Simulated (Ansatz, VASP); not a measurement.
# Two plane-wave programs on SiC

```
Si C
1.0
     0.00000    1.64160    1.64160
     1.64160    0.00000    1.64160
     1.64160    1.64160    0.00000
Si C
1 1
Direct
  0.00000 0.00000 0.00000
  0.50000 0.50000 0.50000
```

Change from the starting cell: volume scaled by 0.55, PAW files.

Alike in both runs: task single point; functional LDA; k mesh 15 × 15 × 15; occupations fermi-dirac, width 0.05 eV; no spin polarisation.

|  | VASP | Ansatz |
| --- | --- | --- |
| version | VASP 6.6.1 | Ansatz 0.2.0 |
| potentials or method | VASP PAW LDA potentials, release 64 (Si, C) | PAW with Ansatz's default frozen-core files, scalar-relativistic |
| plane-wave cutoff (eV) | 520 | 420 |
| valence electrons in the cell | 8 | 8 |

VASP gave:

- pressure (GPa): 538.0

**Question.** Which values does Ansatz return?

**Answer.** Pressure (GPa): 536.1.

LDA's correlation is that of Perdew and Zunger in VASP and of Perdew and Wang (1992) in Ansatz. Both programs put the cell under a high pressure, so it lies far from rest at this level.

Noted on VASP's run: the cell as given lies far from equilibrium.
